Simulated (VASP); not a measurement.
Write the native input for VASP 6.6.1 that does the following.

- Task: single point
- Functional: PBE
- Potentials or basis: VASP PAW PBE potentials, release 64 (Be, S)
- Cutoff: 600 eV
- k mesh: 2 × 2 × 2
- Occupations: gaussian, width 0.01 eV
- Spin: no spin polarisation
- Dipole correction: no
- Further INCAR settings: ALGO = Normal; EDIFF = 1e-06; NBANDS = 11

The structure of BeS lies in POSCAR:

```
BeS
1.0
    0.0000000000      2.4572669000      2.4572669000
    2.4572669000      0.0000000000      2.4572669000
    2.4572669000      2.4572669000      0.0000000000
Be S
1 1
Direct
    0.0000000000      0.0000000000      0.0000000000
    0.2500000000      0.2500000000      0.2500000000
```

These files were run (other wordings do the same):

INCAR

```
  PREC = Accurate
  ENCUT = 600
  EDIFF = 1E-6
  ISMEAR = 0
  SIGMA = 0.01
  LREAL = False
  LASPH = True
  NELM = 120
  ALGO = Normal
  ISIF = 2
  LWAVE = False
  LCHARG = False
  GGA = PE
  NBANDS = 11
  GGA_COMPAT = False
```

KPOINTS

```
Automatic mesh
0
Gamma
  2 2 2
```

Potentials or basis: VASP PAW PBE potentials, release 64 (Be, S).

Command:

```console
$ cat potpaw_PBE.64/Be/POTCAR potpaw_PBE.64/S/POTCAR > POTCAR
$ mpirun -np 1 vasp_std > vasp.out
```

It gave:

| Item | Value |
| --- | --- |
| Pressure | 8.1 GPa |
| Band gap on the k mesh | 3.02 eV, indirect (least direct gap 5.47 eV) |

Caveat: the k points lie up to 1.11 Å⁻¹ apart.

It took 8.4 s on 1 thread of AMD EPYC 7R13, on a shared host, peak memory 0.11 GiB.
